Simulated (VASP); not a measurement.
Input of a VASP 6.6.1 run:

INCAR

```
SYSTEM = AlGaN2
PREC = Accurate ; ENCUT = 520
EDIFF = 1E-6 ; ISMEAR = 0
SIGMA = 0.05 ; LREAL = .FALSE.
LASPH = .TRUE. ; NELM = 80
ALGO = Normal ; ISIF = 2
LWAVE = .FALSE. ; LCHARG = .TRUE.
LELF = .TRUE. ; LVHAR = .TRUE.
NBANDS = 21
```

Contents of KPOINTS:

```
Automatic mesh
0
G
  8 8 6
  0 0 0
```

Contents of POSCAR:

```
AlGaN2
1.0
    3.1931686309      0.0000000000      0.0000000000
    0.0000000000      3.1931686309      0.0000000000
    0.0000000000      0.0000000000      4.2747219141
Al Ga N
1 1 2
Direct
    0.5000000000      0.5000000000      0.5000000000
    0.0000000000      0.0000000000      0.0000000000
    0.5000000000      0.0000000000      0.7400513246
    0.0000000000      0.5000000000      0.2599486754
```

Potentials or basis: VASP PAW LDA potentials, release 64 (Al, Ga_d, N).

Launch:

```bash
$ cat potpaw_LDA.64/Al/POTCAR potpaw_LDA.64/Ga_d/POTCAR potpaw_LDA.64/N/POTCAR > POTCAR
$ mpirun -np 1 vasp_std > vasp.out
```

Task: Predict the pressure.

Result: -4.2 GPa.

Task: Estimate the largest force.

Result: 0.105 eV/Å.

Task: What does it give for the band gap on the k mesh?

Result: 2.94 eV, direct.

Forces on the atoms (eV/Å):
```
Al   0.000  0.000  0.000
Ga   0.000  0.000  0.000
N    0.000  0.000 -0.105
N    0.000  0.000  0.105
```

Caveat: the cell differs from its parent crystal (strain +0.025 along x and y, -0.025 along z). A k mesh can miss the band edges.
